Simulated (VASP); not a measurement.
# Bi (Im-3m) in VASP: a series of runs

The runs below take Bi through single point, with PBE.

All numbers are computed with VASP 6.6.1; they aren't measurements. Logs are shortened: lines on timing, memory, paths and dates and some standing lists are left out, and cuts for length are marked.

## Step 1: The cell of the first run

The structure is cubic, space group Im-3m (No. 229). The conventional cell has a = 3.849 Å, b = 3.849 Å, c = 3.849 Å, α = 90.00°, β = 90.00°, γ = 90.00°. Within 4.4 Å of Bi (site symmetry m-3m) lie 14 Bi at 3.33 to 3.85 Å.

This isn't the form of Bi at room conditions, which is rhombohedral.

## Step 2: Single point, PBE (strained)

The input, INCAR:

```
  ALGO = Normal
  EDIFF = 1E-6
  ENCUT = 520
  GGA = PE
  ISIF = 2
  ISMEAR = 0
  LASPH = T
  LCHARG = F
  LREAL = F
  LWAVE = F
  NBANDS = 14
  NELM = 100
  PREC = Accurate
  SIGMA = 0.1
```

The input, KPOINTS:

```
k-points
0
Gamma
  16 16 16
```

The input, POSCAR:

```
Bi
1.0
   -1.9245832898      1.9245832898      1.9245832898
    1.9245832898     -1.9245832898      1.9245832898
    1.9245832898      1.9245832898     -1.9245832898
Bi
1
Direct
    0.0000000000      0.0000000000      0.0000000000
```

Potentials or basis: VASP PAW PBE potentials, release 64 (Bi_d).

Command:

```bash
cat potpaw_PBE.64/Bi_d/POTCAR > POTCAR
mpirun -np 1 vasp_std > vasp.out
```

OUTCAR:

```text
EDIFF = 1E-6
   ENCUT = 520
   GGA = PE
   ISIF = 2
   ISMEAR = 0
   LASPH = T
   LREAL = F
   NELM = 100
   PREC = Accurate

 ion  position               nearest neighbor table
   1  0.000  0.000  0.000-

  LATTYP: Found a body centered cubic cell.
 ALAT       =     3.8491665796

  Lattice vectors:

 A1 = (  -1.9245832898,   1.9245832898,   1.9245832898)
 A2 = (   1.9245832898,  -1.9245832898,   1.9245832898)
 A3 = (   1.9245832898,   1.9245832898,  -1.9245832898)

Analysis of symmetry for initial positions (statically):
=====================================================================
 Subroutine PRICEL returns:
 Original cell was already a primitive cell.

 Routine SETGRP: Setting up the symmetry group for a
 body centered cubic supercell.

 Subroutine GETGRP returns: Found 48 space group operations
 (whereof 48 operations were pure point group operations)
 out of a pool of 48 trial point group operations.

The static configuration has the point symmetry O_h .

Analysis of symmetry for dynamics (positions and initial velocities):
=====================================================================
 Subroutine PRICEL returns:
 Original cell was already a primitive cell.

 Routine SETGRP: Setting up the symmetry group for a
 body centered cubic supercell.

 Subroutine GETGRP returns: Found 48 space group operations
 (whereof 48 operations were pure point group operations)
 out of a pool of 48 trial point group operations.

The dynamic configuration has the point symmetry O_h .

 Subroutine INISYM returns: Found 48 space group operations
 (whereof 48 operations are pure point group operations),
 and found     1 'primitive' translations

----------------------------------------------------------------------------------------

                                     Primitive cell

  volume of cell :      28.5148

  direct lattice vectors                    reciprocal lattice vectors
    -1.924583290  1.924583290  1.924583290     0.000000000  0.259796499  0.259796499
     1.924583290 -1.924583290  1.924583290     0.259796499  0.000000000  0.259796499
     1.924583290  1.924583290 -1.924583290     0.259796499  0.259796499  0.000000000

  length of vectors
     3.333476041  3.333476041  3.333476041     0.367407732  0.367407732  0.367407732

  position of ions in fractional coordinates (direct lattice)
     0.000000000  0.000000000  0.000000000

  ion indices of the primitive-cell ions
   primitive index   ion index
                 1           1

----------------------------------------------------------------------------------------

 KPOINTS: k-points

Automatic generation of k-mesh.
 Grid dimensions read from file:
 generate k-points for:   16   16   16

 Generating k-lattice:

  Cartesian coordinates                     Fractional coordinates (reciprocal lattice)
     0.000000000  0.016237281  0.016237281     0.062500000  0.000000000  0.000000000
     0.016237281  0.000000000  0.016237281     0.000000000  0.062500000  0.000000000
     0.016237281  0.016237281  0.000000000     0.000000000  0.000000000  0.062500000

  Length of vectors
     0.022962983  0.022962983  0.022962983

  Shift w.r.t. Gamma in fractional coordinates (k-lattice)
     0.000000000  0.000000000  0.000000000

 Subroutine IBZKPT returns following result:
 ===========================================

 Found    145 irreducible k-points:

 Following reciprocal coordinates:
            Coordinates               Weight
  0.000000  0.000000  0.000000      1.000000
  0.062500  0.000000  0.000000     12.000000
  0.125000  0.000000  0.000000     12.000000
  0.187500  0.000000  0.000000     12.000000
  0.250000  0.000000  0.000000     12.000000
  0.312500  0.000000  0.000000     12.000000
[... 16 lines left out ...]
  0.187500  0.187500  0.000000     24.000000
  0.250000  0.187500  0.000000     48.000000
 [... further k-points ...]
   k-points           NKPTS =    145   k-points in BZ     NKDIM =    145   number of bands    NBANDS=     14
   number of dos      NEDOS =    301   number of ions     NIONS =      1
   total plane-waves  NPLWV =  21952
   dimension x,y,z NGX =    28 NGY =   28 NGZ =   28
   dimension x,y,z NGXF=    56 NGYF=   56 NGZF=   56
   ions per type =               1
   NGX,Y,Z   is equivalent  to a cutoff of  13.96, 13.96, 13.96 a.u.
   NGXF,Y,Z  is equivalent  to a cutoff of  27.93, 27.93, 27.93 a.u.
 SYSTEM =  unknown system
   PREC   = accura    normal or accurate (medium, high low for compatibility)
   ISTART =      0    job   : 0-new  1-cont  2-samecut
   ICHARG =      2    charge: 1-file 2-atom 10-const
   ISPIN  =      1    spin polarized calculation?
   LNONCOLLINEAR =      F non collinear calculations
   LSORBIT =      F    spin-orbit coupling
   LASPH  =      T    aspherical Exc in radial PAW
   ENCUT  =  520.0 eV  38.22 Ry    6.18 a.u.   6.20  6.20  6.20*2*pi/ulx,y,z
   NELM   =    100;   NELMIN=  2; NELMDL= -5     # of ELM steps
   EDIFF  = 0.1E-05   stopping-criterion for ELM
   LREAL  =      F    real-space projection
   EDIFFG = 0.1E-04   stopping-criterion for IOM
   NSW    =      0    number of steps for IOM
   IBRION =     -1    ionic relax: 0-MD 1-quasi-New 2-CG
   NFREE  =      0    steps in history (QN), initial steepest desc. (CG)
   ISIF   =      2    stress and relaxation
   ISYM   =      2    0-nonsym 1-usesym 2-fastsym
   POTIM  = 0.5000    time-step for ionic-motion
   TEBEG  =    0.0;   TEEND  =   0.0 temperature during run
   PSTRESS=    0.0 pullay stress
   NELECT =      15.0000    total number of electrons
   NUPDOWN=      -1.0000    fix difference up-down
   EMIN   =  10.00;   EMAX   =-10.00  energy-range for DOS
   EFERMI =   0.00;   METHOD = LEGACY
   ISMEAR =     0;   SIGMA  =   0.10  broadening in eV -4-tet -1-fermi 0-gaus
   EFERMI_NEDOS =   21; number of points for ismear=-14 and -15
   IALGO  =     38    algorithm
   IMIX   =      4    mixing-type and parameters
     AMIX     =   0.40;   BMIX     =  1.00
     AMIX_MAG =   1.60;   BMIX_MAG =  1.00
  volume/ion in A,a.u.               =      28.51       192.43
  Fermi-wavevector in a.u.,A,eV,Ry     =   1.321545  2.497357 23.762310  1.746481
  Thomas-Fermi vector in A             =   2.451291
   LORBIT       =      0    0 simple, 1 ext, 2 COOP (PROOUT), +10 PAW based schemes
   GGA     = PE    functional components
   LHFCALC =     F    Hartree Fock is set to
   AEXX    =    0.0000 exact exchange contribution
   IVDW    =     0    specifies the selected vdW correction
   LEPSILON=     F    determine dielectric tensor
   LRPA    =     F    only Hartree local field effects (RPA)
 non-spin polarized calculation
 Gauss-broadening in eV      SIGMA  =   0.10
  energy-cutoff  :      520.00
  volume of cell :       28.51
 maximum number of plane-waves:       784
 NGX is ok and might be reduce to    28
   NGX = 13   NGY = 13   NGZ = 13

 number of electron      15.0000004 magnetization

 Free energy of the ion-electron system (eV)
  ---------------------------------------------------
  ext. energy  EPLUGINS =         0.00000000
  ---------------------------------------------------
  free energy    TOTEN  =        -3.69824408 eV

  energy without entropy =       -3.69541335  energy(sigma->0) =       -3.69682871

 E-fermi :   9.0450     XC(G=0): -10.7173

 val. band max:        9.0447811723   @ k =   0.3125   0.1250   0.0625
 cond. band min:       9.0532014996   @ k =  -0.2500   0.3750   0.1250
 fundamental gap:      0.0084203272
 Fermi energy:         9.0450152666

 k-point     1 :       0.0000    0.0000    0.0000
  band No.  band energies     occupation
      1     -14.0663      2.00000
      2     -14.0663      2.00000
      3     -14.0663      2.00000
      4     -13.8951      2.00000
      5     -13.8951      2.00000
      6      -5.1078      2.00000
      7      14.8392      0.00000
      8      14.8392      0.00000
      9      14.8392      0.00000
     10      19.3763      0.00000
     11      19.5388      0.00000
     12      19.5388      0.00000
     13      19.5388      0.00000
     14      21.3172      0.00000

 k-point     2 :       0.0625    0.0000    0.0000
  band No.  band energies     occupation
      1     -14.0684      2.00000
      2     -14.0629      2.00000
      3     -14.0559      2.00000
      4     -13.8976      2.00000
      5     -13.8955      2.00000
      6      -5.0286      2.00000
      7      13.9798      0.00000
      8      14.5747      0.00000
      9      14.7546      0.00000
     10      18.8421      0.00000
     11      19.2163      0.00000
     12      19.4317      0.00000
     13      19.9937      0.00000
     14      21.6655      0.00000

 k-point     3 :       0.1250    0.0000    0.0000
  band No.  band energies     occupation
      1     -14.0743      2.00000
      2     -14.0539      2.00000
      3     -14.0262      2.00000
      4     -13.9041      2.00000
      5     -13.8965      2.00000
      6      -4.7916      2.00000
      7      12.2214      0.00000
      8      13.9284      0.00000
      9      14.5081      0.00000
     10      17.8714      0.00000
     11      18.6483      0.00000
     12      19.3281      0.00000
     13      20.8994      0.00000
     14      22.5667      0.00000

 k-point     4 :       0.1875    0.0000    0.0000
  band No.  band energies     occupation
      1     -14.0832      2.00000
      2     -14.0427      2.00000
      3     -13.9816      2.00000
      4     -13.9121      2.00000
      5     -13.8980      2.00000
      6      -4.4004      2.00000
      7      10.2723      0.00000
      8      13.1424      0.00000
      9      14.1387      0.00000
     10      17.0576      0.00000
     11      18.1101      0.00000
     12      19.4493      0.00000
     13      21.4061      0.00000
     14      23.7564      0.00000

 k-point     5 :       0.2500    0.0000    0.0000
  band No.  band energies     occupation
      1     -14.0936      2.00000
      2     -14.0340      2.00000
      3     -13.9283      2.00000
      4     -13.9178      2.00000
      5     -13.8997      2.00000
      6      -3.8644      2.00000
      7       8.3612      2.00000
      8      12.3764      0.00000
      9      13.7208      0.00000
     10      16.4193      0.00000
     11      17.6589      0.00000
[... 276 lines left out ...]
 k-point    22 :       0.4375    0.1250    0.0000
  band No.  band energies     occupation
      1     -14.1037      2.00000
      2     -14.0268      2.00000
      3     -13.9111      2.00000
      4     -13.9058      2.00000
      5     -13.8031      2.00000
      6      -1.3971      2.00000
      7       3.7346      2.00000
      8       9.2782      0.00097
      9      12.0210      0.00000
     10      16.4273      0.00000
     11      18.8623      0.00000
     12      21.2152      0.00000
     13      22.1845      0.00000
     14      27.6487      0.00000

 k-point    23 :       0.1875    0.1875    0.0000
  band No.  band energies     occupation
      1     -14.0818      2.00000
      2     -14.0273      2.00000
      3     -13.9248      2.00000
      4     -13.9088      2.00000
      5     -13.8767      2.00000
      6      -3.0637      2.00000
      7       7.0446      2.00000
      8       9.8338      0.00000
      9      12.5769      0.00000
     10      17.5515      0.00000
     11      18.3356      0.00000
     12      20.9891      0.00000
     13      22.3820      0.00000
     14      23.9359      0.00000

 k-point    24 :       0.2500    0.1875    0.0000
  band No.  band energies     occupation
      1     -14.0850      2.00000
      2     -14.0159      2.00000
      3     -13.9219      2.00000
      4     -13.9125      2.00000
      5     -13.8500      2.00000
      6      -2.4045      2.00000
      7       5.8916      2.00000
      8       8.8749      1.98389
      9      12.2015      0.00000
     10      17.4079      0.00000
     11      18.7807      0.00000
     12      21.1672      0.00000
     13      23.4963      0.00000
     14      23.6594      0.00000

 [... further k-points ...]

------------------------ aborting loop because EDIFF is reached ----------------------------------------

  FORCE on cell =-STRESS in cart. coord.  units (eV):
  Direction    XX          YY          ZZ          XY          YZ          ZX
  --------------------------------------------------------------------------------------
  -------------------------------------------------------------------------------------
  Total        1.1702904      1.1702904      1.1702904      0.0000000     -0.0000000      0.0000000
  in kB       65.7558073     65.7558073     65.7558073      0.0000000     -0.0000000      0.0000000
  external PRESSURE =      65.7558073 kB  Pullay stress =       0.0000000 kB

 VOLUME and BASIS-vectors are now :
 -----------------------------------------------------------------------------
  energy-cutoff  :      520.00
  volume of cell :       28.51
      direct lattice vectors                 reciprocal lattice vectors
    -1.924583290  1.924583290  1.924583290     0.000000000  0.259796499  0.259796499
     1.924583290 -1.924583290  1.924583290     0.259796499  0.000000000  0.259796499
     1.924583290  1.924583290 -1.924583290     0.259796499  0.259796499  0.000000000

 POSITION                                       TOTAL-FORCE (eV/Angst)
 -----------------------------------------------------------------------------------
      0.00000      0.00000      0.00000         0.000000      0.000000      0.000000
 -----------------------------------------------------------------------------------
    total drift:                               -0.000000     -0.000000     -0.000000

  FREE ENERGIE OF THE ION-ELECTRON SYSTEM (eV)
  ---------------------------------------------------
  free  energy   TOTEN  =        -3.6982440812 eV

  energy  without entropy=       -3.6954133453  energy(sigma->0) =       -3.69682871
```

It took 29 s on 1 thread of Intel Xeon 6975P-C (Granite Rapids), shared host; peak memory 0.19 GiB.

Results:

| Item | Value |
| --- | --- |
| Free energy | -3.6982 eV |
| Pressure | 6.6 GPa |
| Band gap on the k mesh | zero (an odd number of electrons rules out a gap without spin polarisation) |

Caveat: the cell differs from its parent crystal (strained); the cell stands under pressure; spin-orbit coupling is left out, which moves the levels of the heavy elements.

(Continued in part 2 of 2.)

The gap in the log of VASP goes by the Fermi energy; the results here count the filled bands.